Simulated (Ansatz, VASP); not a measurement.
# Ge: VASP beside Ansatz

```
Ge
1.0
     3.95871    0.00000    0.00000
    -1.97935    3.42834    0.00000
     0.00000    0.00000    6.53155
Ge
4
Direct
  0.33333 0.66667 0.06286
  0.66667 0.33333 0.56286
  0.33333 0.66667 0.43714
  0.66667 0.33333 0.93714
```

Alike in both runs: functional LDA; k mesh 12 × 12 × 8; occupations gaussian, width 0.1 eV; no spin polarisation.

Ansatz relaxed the structure, and its values are those at the end. VASP's run is a single point on that final structure, the one shown.

|  | VASP | Ansatz |
| --- | --- | --- |
| version | VASP 6.6.1 | Ansatz 0.2.0 |
| potentials or method | VASP PAW LDA potentials, release 64 (Ge_d), cutoff 520 eV | scalar-relativistic, plane waves, PAW |
| valence electrons in the cell | 56 | 56 |

|  | VASP | Ansatz | Ansatz less VASP |
| --- | --- | --- | --- |
| gap on the k mesh at the Fermi level (eV) | none | none | - |
| pressure (GPa) | 0.0 | 0.0 | 0.00 |

LDA's correlation is that of Perdew and Zunger in VASP and of Perdew and Wang (1992) in Ansatz. A gap of «none» marks a metal or a gap that the smearing closes.
